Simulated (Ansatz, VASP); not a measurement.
**Hg: VASP beside Ansatz**

File INCAR:

```
PREC     = Accurate       # precision mode
ENCUT    = 520            # plane-wave cutoff, eV
EDIFF    = 1E-6           # SCF threshold, eV
ISMEAR   = 0              # smearing method
SIGMA    = 0.05           # smearing width, eV
LREAL    = F              # projectors in reciprocal space
LASPH    = T              # aspherical terms in the spheres
NELM     = 60             # most SCF steps
ALGO     = Fast           # electronic algorithm
ISIF     = 2              # what is computed and relaxed
LWAVE    = F              # write WAVECAR
LCHARG   = T              # write CHGCAR
GGA      = PE             # functional
LELF     = T              # ELF
LVHAR    = T            
NBANDS   = 19             # bands
```

File KPOINTS:

```
regular mesh
0
Gamma
  12 12 8
```

Contents of POSCAR:

```
Hg
1.0
    3.2997969473      0.0132241128     -0.0773368273
   -1.6384460560      2.9485014376      0.1286088664
   -0.1225918286      0.1646264484      5.4002413869
Hg
2
Direct
    0.6655417749      0.3372826097      0.7453731614
    0.3344582251      0.6627173903      0.2546268386
```

Input for Ansatz:

```yaml
crystal:
  lattice:
    - [3.2997969473, 0.0132241128, -0.0773368273]
    - [-1.638446056, 2.9485014376, 0.1286088664]
    - [-0.1225918286, 0.1646264484, 5.4002413869]
  atoms:
    - { symbol: Hg, position: [0.6655417749, 0.3372826097, 0.7453731614] }
    - { symbol: Hg, position: [0.3344582251, 0.6627173903, 0.2546268386] }
basis:
  ecutwfc: 420
kpoints:
  mp_grid: { grid: [12, 12, 8] }
hamiltonian:
  xc: pbe
scf:
  occupations: { method: gaussian, width: 0.05 }
output:
  forces: true
  stress: true
  eigenvalues: true
```

Change from the starting cell: all atoms moved at random, cell strained at random.

Alike in both runs: task single point; functional PBE; k mesh 12 × 12 × 8; occupations gaussian, width 0.05 eV; no spin polarisation.

|  | VASP | Ansatz |
| --- | --- | --- |
| version | VASP 6.6.1 | Ansatz 0.2.0 |
| potentials or method | VASP PAW PBE potentials, release 64 (Hg), cutoff 520 eV | scalar-relativistic, plane waves, PAW |
| valence electrons in the cell | 24 | 40 |

VASP gave:

| Quantity | Value |
| --- | --- |
| gap on the k mesh at the Fermi level (eV) | none |
| pressure (GPa) | 2.2 |
| traceless stress, the component that is largest in VASP (GPa) | -0.23 |
| rms of the force components (eV/Å) | 0.080 |

Question: Estimate Ansatz's values.

Answer: gap on the k mesh at the Fermi level (eV): none; pressure (GPa): 2.0; traceless stress, the component that is largest in VASP (GPa): -0.21; rms of the force components (eV/Å): 0.076.

Atom by atom the forces differ by 0.004 eV/Å (rms over components). A gap of «none» marks a metal or a gap that the smearing closes. With one functional, cell and mesh, what is left measures potentials, basis and numerics. VASP's potentials hold 24 valence electrons a cell and Ansatz's 40, so a difference there can come from the potentials and not from the codes.

Neither program's run includes spin-orbit coupling.
